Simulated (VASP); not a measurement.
Here is a VASP 6.6.1 calculation.

INCAR

```
  ALGO = Normal
  EDIFF = 1E-6
  EDIFFG = -0.01
  ENCUT = 600
  GGA = PE
  IBRION = 2
  ISIF = 3
  ISMEAR = 0
  LASPH = True
  LCHARG = False
  LREAL = False
  LWAVE = False
  NELM = 60
  NSW = 100
  PREC = Accurate
  SIGMA = 0.02
```

KPOINTS

```
k-points
0
Gamma
  14 14 14
```

File POSCAR:

```
GaN
1.0
    0.0000000000      2.1338704585      2.1338704585
    2.1338704585      0.0000000000      2.1338704585
    2.1338704585      2.1338704585      0.0000000000
Ga N
1 1
Direct
    0.0000000000      0.0000000000      0.0000000000
    0.5000000000      0.5000000000      0.5000000000
```

Potentials or basis: VASP PAW PBE potentials, release 64 (Ga_d, N).

The run is started by

```sh
$ cat potpaw_PBE.64/Ga_d/POTCAR potpaw_PBE.64/N/POTCAR > POTCAR
$ mpirun -np 1 vasp_std > vasp.out
```

(1) What does it give for the space group after relaxing (to 0.05 Å)?

(2) What does it give for the band gap on the k mesh?

## Answers

(1) Fm-3m (No. 225).

(2) 0.39 eV, indirect (least direct gap 2.35 eV).
